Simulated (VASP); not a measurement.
# Al (Fm-3m) in VASP: notebook, part 2 of 2

VASP 6.6.1. The steps go on from the part before.

## Step 3: Single point, PBEsol (volume scaled by 0.76)

Input file INCAR:

```
SYSTEM = Al
  PREC = Accurate
  ENCUT = 520
  EDIFF = 1E-6
  ISMEAR = -1
  SIGMA = 0.1
  LREAL = .FALSE.
  LASPH = .TRUE.
  NELM = 60
  ALGO = Normal
  ISIF = 2
  LWAVE = .FALSE.
  LCHARG = .FALSE.
  GGA = PS
  NBANDS = 8
```

Input file KPOINTS:

```
regular mesh
0
G
  16 16 16
  0 0 0
```

Input file POSCAR:

```
Al
1.0
    0.0000000000      1.8318666690      1.8318666690
    1.8318666690      0.0000000000      1.8318666690
    1.8318666690      1.8318666690      0.0000000000
Al
1
Direct
    0.0000000000      0.0000000000      0.0000000000
```

Potentials or basis: VASP PAW PBE potentials, release 64 (Al).

The run is started by

```
> cat potpaw_PBE.64/Al/POTCAR > POTCAR
> mpirun -np 1 vasp_std > vasp.out
```

OUTCAR:

```text
SYSTEM = Al
   PREC = Accurate
   ENCUT = 520
   EDIFF = 1E-6
   ISMEAR = -1
   LREAL = .FALSE.
   LASPH = .TRUE.
   NELM = 60
   ISIF = 2
   GGA = PS

 ion  position               nearest neighbor table
   1  0.000  0.000  0.000-

  LATTYP: Found a face centered cubic cell.
 ALAT       =     3.6637333380

  Lattice vectors:

 A1 = (   0.0000000000,   1.8318666690,   1.8318666690)
 A2 = (   1.8318666690,   0.0000000000,   1.8318666690)
 A3 = (   1.8318666690,   1.8318666690,   0.0000000000)

Analysis of symmetry for initial positions (statically):
=====================================================================
 Subroutine PRICEL returns:
 Original cell was already a primitive cell.

 Routine SETGRP: Setting up the symmetry group for a
 face centered cubic supercell.

 Subroutine GETGRP returns: Found 48 space group operations
 (whereof 48 operations were pure point group operations)
 out of a pool of 48 trial point group operations.

The static configuration has the point symmetry O_h .

Analysis of symmetry for dynamics (positions and initial velocities):
=====================================================================
 Subroutine PRICEL returns:
 Original cell was already a primitive cell.

 Routine SETGRP: Setting up the symmetry group for a
 face centered cubic supercell.

 Subroutine GETGRP returns: Found 48 space group operations
 (whereof 48 operations were pure point group operations)
 out of a pool of 48 trial point group operations.

The dynamic configuration has the point symmetry O_h .

 Subroutine INISYM returns: Found 48 space group operations
 (whereof 48 operations are pure point group operations),
 and found     1 'primitive' translations

----------------------------------------------------------------------------------------

                                     Primitive cell

[... 107 lines left out ...]
     AMIX     =   0.40;   BMIX     =  1.00
     AMIX_MAG =   1.60;   BMIX_MAG =  1.00
  volume/ion in A,a.u.               =      12.29        82.97
  Fermi-wavevector in a.u.,A,eV,Ry     =   1.023006  1.933200 14.239050  1.046541
  Thomas-Fermi vector in A             =   2.156716
   LORBIT       =      0    0 simple, 1 ext, 2 COOP (PROOUT), +10 PAW based schemes
   GGA     = PS    functional components
   LHFCALC =     F    Hartree Fock is set to
   AEXX    =    0.0000 exact exchange contribution
   IVDW    =     0    specifies the selected vdW correction
   LEPSILON=     F    determine dielectric tensor
   LRPA    =     F    only Hartree local field effects (RPA)
 non-spin polarized calculation
  energy-cutoff  :      520.00
  volume of cell :       12.29
 maximum number of plane-waves:       343
   NGX =  9   NGY =  9   NGZ =  9

 number of electron       3.0000000 magnetization

 Free energy of the ion-electron system (eV)
  ---------------------------------------------------
  ext. energy  EPLUGINS =         0.00000000
  ---------------------------------------------------
  free energy    TOTEN  =        -3.70490843 eV

  energy without entropy =       -3.69532553  energy(sigma->0) =       -3.70011698

 E-fermi :  11.3769     XC(G=0): -11.3824

 val. band max:       11.2626393842   @ k =  -0.2500   0.3125   0.1250
 cond. band min:      11.4696665994   @ k =  -0.4375   0.3750   0.0625
 fundamental gap:      0.2070272152
 Fermi energy:        11.3769236862

 k-point     1 :       0.0000    0.0000    0.0000
  band No.  band energies     occupation
      1      -1.9366      2.00000
      2      25.7227      0.00000
      3      25.7227      0.00000
      4      25.7227      0.00000
      5      29.7395      0.00000
      6      29.7395      0.00000
      7      29.7395      0.00000
      8      30.1782      0.00000
[... 243 lines left out ...]
 k-point    24 :      -0.0625    0.0625    0.0000
  band No.  band energies     occupation
      1      -1.5934      2.00000
      2      22.6495      0.00000
      3      23.9754      0.00000
      4      26.0593      0.00000
      5      29.9128      0.00000
      6      30.1830      0.00000
      7      30.8414      0.00000
      8      31.9923      0.00000

 [... further k-points ...]

------------------------ aborting loop because EDIFF is reached ----------------------------------------

  FORCE on cell =-STRESS in cart. coord.  units (eV):
  Direction    XX          YY          ZZ          XY          YZ          ZX
  --------------------------------------------------------------------------------------
  -------------------------------------------------------------------------------------
  Total        3.1962244      3.1962244      3.1962244      0.0000000      0.0000000     -0.0000000
  in kB      416.5203905    416.5203905    416.5203905      0.0000000      0.0000000     -0.0000000
  external PRESSURE =     416.5203905 kB  Pullay stress =       0.0000000 kB

 VOLUME and BASIS-vectors are now :
 -----------------------------------------------------------------------------
  energy-cutoff  :      520.00
  volume of cell :       12.29
      direct lattice vectors                 reciprocal lattice vectors
     0.000000000  1.831866669  1.831866669    -0.272945629  0.272945629  0.272945629
     1.831866669  0.000000000  1.831866669     0.272945629 -0.272945629  0.272945629
     1.831866669  1.831866669  0.000000000     0.272945629  0.272945629 -0.272945629

 POSITION                                       TOTAL-FORCE (eV/Angst)
 -----------------------------------------------------------------------------------
      0.00000      0.00000      0.00000        -0.000000      0.000000      0.000000
 -----------------------------------------------------------------------------------
    total drift:                               -0.000000     -0.000000     -0.000000

  FREE ENERGIE OF THE ION-ELECTRON SYSTEM (eV)
  ---------------------------------------------------
  free  energy   TOTEN  =        -3.7049084301 eV

  energy  without entropy=       -3.6953255307  energy(sigma->0) =       -3.70011698
```

It took 18 s on 1 thread of AMD EPYC 7R13, shared host; peak memory 0.09 GiB.

What came out:

```yaml
Free_energy: -3.7049 eV
Pressure: 41.7 GPa
```

Caveat: the PAW data sets were made with another functional, which shifts forces and pressure a little.
